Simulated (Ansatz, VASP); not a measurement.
PIr2: VASP beside Ansatz

```
CELL_PARAMETERS angstrom
0.00000 2.80392 2.80392
2.80392 0.00000 2.80392
2.80392 2.80392 0.00000
ATOMIC_POSITIONS crystal
P 0.00000 0.00000 0.00000
Ir 0.25000 0.25000 0.25000
Ir 0.75000 0.75000 0.75000
```

Change from the starting cell: volume scaled by 1.04, crystal datasets.

Alike in both runs: task electric field gradients; functional LDA; k mesh 11 × 11 × 11; occupations fermi-dirac, width 0.05 eV; no spin polarisation.

```csv
,VASP,Ansatz
version,VASP 6.6.1,Ansatz 0.2.0
potentials or method,"VASP PAW LDA potentials, release 64 (P, Ir), cutoff 520 eV","all-electron PAW with datasets made for the crystal, scalar-relativistic"
```

Ansatz gave:

- pressure (GPa): -15.2

Task: Which values does VASP return?

Result: Pressure (GPa): -13.7.

LDA's correlation is that of Perdew and Zunger in VASP and of Perdew and Wang (1992) in Ansatz. Ansatz ran all-electron here, and VASP with PAW potentials.

Neither program's run includes spin-orbit coupling.
